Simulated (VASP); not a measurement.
# MnInCu (Cmmm) in VASP: single point with PBE

Aim: the single point of MnInCu with PBE.

All numbers are computed with VASP 6.6.1; they aren't measurements. Logs are shortened: lines on timing, memory, paths and dates and some standing lists are left out, and cuts for length are marked.

### 1 The cell of the first run

Symmetry: Cmmm, No. 65, orthorhombic system. The conventional cell has a = 4.367 Å, b = 5.776 Å, c = 4.436 Å, α = 90.00°, β = 90.00°, γ = 90.00°. Mn (site symmetry mmm) has 4 In at 2.18 to 2.89 Å and 2 Cu at 2.22 Å within 2.9 Å. In (site symmetry mmm) has 4 Mn at 2.18 to 2.89 Å within 2.9 Å. Cu (site symmetry mmm) has 2 Mn at 2.22 Å within 2.9 Å.

The cell was built from a structure type or drawn by symmetry, and may not be a known phase.

### 2 Single point, PBE, collinear spin, ferromagnetic start

Input file INCAR:

```
PREC     = Accurate       # precision mode
ENCUT    = 520            # plane-wave cutoff, eV
EDIFF    = 1E-6           # SCF threshold, eV
ISMEAR   = 0              # smearing method
SIGMA    = 0.1            # smearing width, eV
LREAL    = False          # projectors in reciprocal space
LASPH    = True           # aspherical terms in the spheres
NELM     = 150            # most SCF steps
ALGO     = Fast           # electronic algorithm
ISIF     = 2              # what is computed and relaxed
LWAVE    = False          # write WAVECAR
LCHARG   = False          # write CHGCAR
ISPIN    = 2              # spin polarisation
MAGMOM   = 4 0 0          # initial moments
LORBIT   = 11             # projections on sites
LMAXMIX  = 4              # l up to which the mixer works
GGA      = PE             # functional
NBANDS   = 30             # bands
```

Input file KPOINTS:

```
regular mesh
0
Gamma
  6 6 4
```

Input file POSCAR:

```
MnInCu
1.0
    2.1834493600     -2.8878375500      0.0000000000
    2.1834493600      2.8878375500      0.0000000000
    0.0000000000      0.0000000000      4.4360766900
Mn In Cu
1 1 1
Direct
    0.0000000000      0.0000000000      0.0000000000
    0.5000000000      0.5000000000      0.0000000000
    0.0000000000      0.0000000000      0.5000000000
```

Potentials or basis: VASP PAW PBE potentials, release 64 (Mn_pv, In_d, Cu).

Command:

```sh
$ cat potpaw_PBE.64/Mn_pv/POTCAR potpaw_PBE.64/In_d/POTCAR potpaw_PBE.64/Cu/POTCAR > POTCAR
$ mpirun -np 1 vasp_std > vasp.out
```

OUTCAR:

```text
PREC = Accurate
   ENCUT = 520
   EDIFF = 1E-6
   ISMEAR = 0
   LREAL = False
   LASPH = True
   NELM = 150
   ISIF = 2
   ISPIN = 2
   LORBIT = 11
   GGA = PE

 ion  position               nearest neighbor table
   1  0.000  0.000  0.000-   2 2.18   2 2.18   3 2.22   3 2.22   2 2.89   2 2.89
   2  0.500  0.500  0.000-   1 2.18   1 2.18   1 2.89   1 2.89   3 3.11   3 3.11   3 3.11   3 3.11

   3  0.000  0.000  0.500-   1 2.22   1 2.22   2 3.11   2 3.11   2 3.11   2 3.11

  LATTYP: Found a base centered orthorhombic cell.
 ALAT       =     4.3668987200
 B/A-ratio  =     1.3226034013
 C/A-ratio  =     1.0158414414

  Lattice vectors:

 A1 = (   2.1834493600,  -2.8878375500,   0.0000000000)
 A2 = (   2.1834493600,   2.8878375500,   0.0000000000)
 A3 = (   0.0000000000,   0.0000000000,   4.4360766900)

Analysis of symmetry for initial positions (statically):
=====================================================================
 Subroutine PRICEL returns:
 Original cell was already a primitive cell.

 Routine SETGRP: Setting up the symmetry group for a
 base centered orthorhombic supercell.

 Subroutine GETGRP returns: Found  8 space group operations
 (whereof  8 operations were pure point group operations)
 out of a pool of  8 trial point group operations.

The static configuration has the point symmetry D_2h.

Analysis of symmetry for dynamics (positions and initial velocities):
=====================================================================
 Subroutine PRICEL returns:
 Original cell was already a primitive cell.

 Routine SETGRP: Setting up the symmetry group for a
 base centered orthorhombic supercell.

 Subroutine GETGRP returns: Found  8 space group operations
 (whereof  8 operations were pure point group operations)
 out of a pool of  8 trial point group operations.

The dynamic configuration has the point symmetry D_2h.

Analysis of structural, dynamic, and magnetic symmetry:
=====================================================================
 Subroutine PRICEL returns:
 Original cell was already a primitive cell.

 Routine SETGRP: Setting up the symmetry group for a
 base centered orthorhombic supercell.

 Subroutine GETGRP returns: Found  8 space group operations
 (whereof  8 operations were pure point group operations)
 out of a pool of  8 trial point group operations.

The overall configuration has the point symmetry D_2h.

 Subroutine INISYM returns: Found  8 space group operations
 (whereof  8 operations are pure point group operations),
 and found     1 'primitive' translations

----------------------------------------------------------------------------------------

                                     Primitive cell

  volume of cell :      55.9429

  direct lattice vectors                    reciprocal lattice vectors
     2.183449360 -2.887837550  0.000000000     0.228995464 -0.173139933  0.000000000
     2.183449360  2.887837550  0.000000000     0.228995464  0.173139933  0.000000000
     0.000000000  0.000000000  4.436076690     0.000000000  0.000000000  0.225424417

  length of vectors
     3.620366946  3.620366946  4.436076690     0.287082495  0.287082495  0.225424417

  position of ions in fractional coordinates (direct lattice)
     0.000000000  0.000000000  0.000000000
     0.500000000  0.500000000  0.000000000
     0.000000000  0.000000000  0.500000000

  ion indices of the primitive-cell ions
   primitive index   ion index
                 1           1
                 2           2
                 3           3

----------------------------------------------------------------------------------------

 KPOINTS: regular mesh

Automatic generation of k-mesh.
 Grid dimensions read from file:
 generate k-points for:    6    6    4

 Generating k-lattice:

  Cartesian coordinates                     Fractional coordinates (reciprocal lattice)
     0.038165911 -0.028856656  0.000000000     0.166666667 -0.000000000  0.000000000
     0.038165911  0.028856656  0.000000000    -0.000000000  0.166666667  0.000000000
     0.000000000  0.000000000  0.056356104     0.000000000  0.000000000  0.250000000

  Length of vectors
     0.047847083  0.047847083  0.056356104

  Shift w.r.t. Gamma in fractional coordinates (k-lattice)
     0.000000000  0.000000000  0.000000000

 Subroutine IBZKPT returns following result:
 ===========================================

 Found     39 irreducible k-points:

 Following reciprocal coordinates:
            Coordinates               Weight
  0.000000  0.000000  0.000000      1.000000
  0.166667  0.000000  0.000000      4.000000
  0.333333  0.000000  0.000000      4.000000
  0.500000 -0.000000  0.000000      2.000000
  0.166667  0.166667  0.000000      2.000000
  0.333333  0.166667  0.000000      4.000000
[... 16 lines left out ...]
  0.333333  0.333333  0.250000      4.000000
  0.500000  0.333333  0.250000      8.000000
 [... further k-points ...]
   k-points           NKPTS =     39   k-points in BZ     NKDIM =     39   number of bands    NBANDS=     30
   number of dos      NEDOS =    301   number of ions     NIONS =      3
   total plane-waves  NPLWV =  28224
   dimension x,y,z NGX =    28 NGY =   28 NGZ =   36
   dimension x,y,z NGXF=    56 NGYF=   56 NGZF=   72
   ions per type =               1   1   1
   NGX,Y,Z   is equivalent  to a cutoff of  12.86, 12.86, 13.49 a.u.
   NGXF,Y,Z  is equivalent  to a cutoff of  25.71, 25.71, 26.98 a.u.
 SYSTEM =  unknown system
   PREC   = accura    normal or accurate (medium, high low for compatibility)
   ISTART =      0    job   : 0-new  1-cont  2-samecut
   ICHARG =      2    charge: 1-file 2-atom 10-const
   ISPIN  =      2    spin polarized calculation?
   LNONCOLLINEAR =      F non collinear calculations
   LSORBIT =      F    spin-orbit coupling
   LASPH  =      T    aspherical Exc in radial PAW
   ENCUT  =  520.0 eV  38.22 Ry    6.18 a.u.   6.73  6.73  8.25*2*pi/ulx,y,z
   NELM   =    150;   NELMIN=  2; NELMDL= -5     # of ELM steps
   EDIFF  = 0.1E-05   stopping-criterion for ELM
   LREAL  =      F    real-space projection
   EDIFFG = 0.1E-04   stopping-criterion for IOM
   NSW    =      0    number of steps for IOM
   IBRION =     -1    ionic relax: 0-MD 1-quasi-New 2-CG
   NFREE  =      0    steps in history (QN), initial steepest desc. (CG)
   ISIF   =      2    stress and relaxation
   ISYM   =      2    0-nonsym 1-usesym 2-fastsym
   POTIM  = 0.5000    time-step for ionic-motion
   TEBEG  =    0.0;   TEEND  =   0.0 temperature during run
   PSTRESS=    0.0 pullay stress
   NELECT =      37.0000    total number of electrons
   NUPDOWN=      -1.0000    fix difference up-down
   EMIN   =  10.00;   EMAX   =-10.00  energy-range for DOS
   EFERMI =   0.00;   METHOD = LEGACY
   ISMEAR =     0;   SIGMA  =   0.10  broadening in eV -4-tet -1-fermi 0-gaus
   EFERMI_NEDOS =   21; number of points for ismear=-14 and -15
   IALGO  =     68    algorithm
   IMIX   =      4    mixing-type and parameters
     AMIX     =   0.40;   BMIX     =  1.00
     AMIX_MAG =   1.60;   BMIX_MAG =  1.00
  volume/ion in A,a.u.               =      18.65       125.84
  Fermi-wavevector in a.u.,A,eV,Ry     =   1.426353  2.695417 27.680830  2.034484
  Thomas-Fermi vector in A             =   2.546639
   LORBIT       =     11    0 simple, 1 ext, 2 COOP (PROOUT), +10 PAW based schemes
   GGA     = PE    functional components
   LHFCALC =     F    Hartree Fock is set to
   AEXX    =    0.0000 exact exchange contribution
   IVDW    =     0    specifies the selected vdW correction
   LEPSILON=     F    determine dielectric tensor
   LRPA    =     F    only Hartree local field effects (RPA)
 spin polarized calculation
 RMM-DIIS sequential band-by-band and
 Gauss-broadening in eV      SIGMA  =   0.10
  energy-cutoff  :      520.00
  volume of cell :       55.94
 maximum number of plane-waves:      1531
   NGX = 13   NGY = 13   NGZ = 17

 number of electron      37.0000028 magnetization       3.1468338

 Free energy of the ion-electron system (eV)
  ---------------------------------------------------
  ext. energy  EPLUGINS =         0.00000000
  ---------------------------------------------------
  free energy    TOTEN  =       -10.38718331 eV

  energy without entropy =      -10.36811559  energy(sigma->0) =      -10.37764945

 E-fermi :   6.3061     XC(G=0): -10.7779

 val. band max:        6.3036515425   @ k =  -0.3333   0.1667   0.5000
 cond. band min:       6.3079684169   @ k =   0.3333   0.3333   0.5000
 fundamental gap:      0.0043168744
 Fermi energy:         6.3060701474

 spin component 1

 k-point     1 :       0.0000    0.0000    0.0000
  band No.  band energies     occupation
      1     -42.6784      1.00000
      2     -42.6035      1.00000
      3     -42.5610      1.00000
      4      -8.6297      1.00000
      5      -8.2842      1.00000
      6      -8.1525      1.00000
[... 781 lines left out ...]
     29      19.2349      0.00000
     30      21.2151      0.00000

 [... further k-points ...]

 spin component 2

 k-point     1 :       0.0000    0.0000    0.0000
  band No.  band energies     occupation
      1     -39.8469      1.00000
      2     -39.5780      1.00000
      3     -39.4955      1.00000
      4      -8.5584      1.00000
      5      -8.2620      1.00000
      6      -8.1189      1.00000
[... 781 lines left out ...]
     29      19.6931      0.00000
     30      21.5168      0.00000

 [... further k-points ...]

------------------------ aborting loop because EDIFF is reached ----------------------------------------

  FORCE on cell =-STRESS in cart. coord.  units (eV):
  Direction    XX          YY          ZZ          XY          YZ          ZX
  --------------------------------------------------------------------------------------
  -------------------------------------------------------------------------------------
  Total       24.7392006     -1.8037859      6.1614540     -0.0000000      0.0000000      0.0000000
  in kB      708.5187041    -51.6595525    176.4610540     -0.0000000      0.0000000      0.0000000
  external PRESSURE =     277.7734019 kB  Pullay stress =       0.0000000 kB

 VOLUME and BASIS-vectors are now :
 -----------------------------------------------------------------------------
  energy-cutoff  :      520.00
  volume of cell :       55.94
      direct lattice vectors                 reciprocal lattice vectors
     2.183449360 -2.887837550  0.000000000     0.228995464 -0.173139933  0.000000000
     2.183449360  2.887837550  0.000000000     0.228995464  0.173139933  0.000000000
     0.000000000  0.000000000  4.436076690     0.000000000  0.000000000  0.225424417

 POSITION                                       TOTAL-FORCE (eV/Angst)
 -----------------------------------------------------------------------------------
      0.00000      0.00000      0.00000        -0.000000     -0.000000      0.000000
      2.18345      0.00000      0.00000         0.000000      0.000000      0.000000
      0.00000      0.00000      2.21804        -0.000000     -0.000000      0.000000
 -----------------------------------------------------------------------------------
    total drift:                                0.000000      0.000000     -0.000000

  FREE ENERGIE OF THE ION-ELECTRON SYSTEM (eV)
  ---------------------------------------------------
  free  energy   TOTEN  =       -10.3871833146 eV

  energy  without entropy=      -10.3681155897  energy(sigma->0) =      -10.37764945

 total charge

# of ion       s       p       d       tot
------------------------------------------
    1        0.415   6.287   5.341  12.043
    2        1.037   0.834   9.898  11.769
    3        0.569   0.220   9.188   9.977
--------------------------------------------------
tot          2.022   7.340  24.428  33.789

 magnetization (x)

# of ion       s       p       d       tot
------------------------------------------
    1        0.034   0.031   2.831   2.896
    2       -0.027  -0.043   0.039  -0.031
    3       -0.017   0.020   0.207   0.210
--------------------------------------------------
tot         -0.010   0.009   3.076   3.075
```

It took 6.6 min on 1 thread of AMD EPYC 7R13, shared host; peak memory 0.23 GiB.

What came out:

| Item | Value |
| --- | --- |
| Free energy | -10.3872 eV |
| Pressure | 27.8 GPa |
| Net moment | 3.15 μB per cell |
| Site moments | Mn +2.90; In -0.03; Cu +0.21 μB |
| Valence electrons inside the program's atomic spheres | Mn 12.04; In 11.77; Cu 9.98 |

Caveat: the cell stands under pressure; spin-orbit coupling is left out, which moves the levels of the heavy elements.
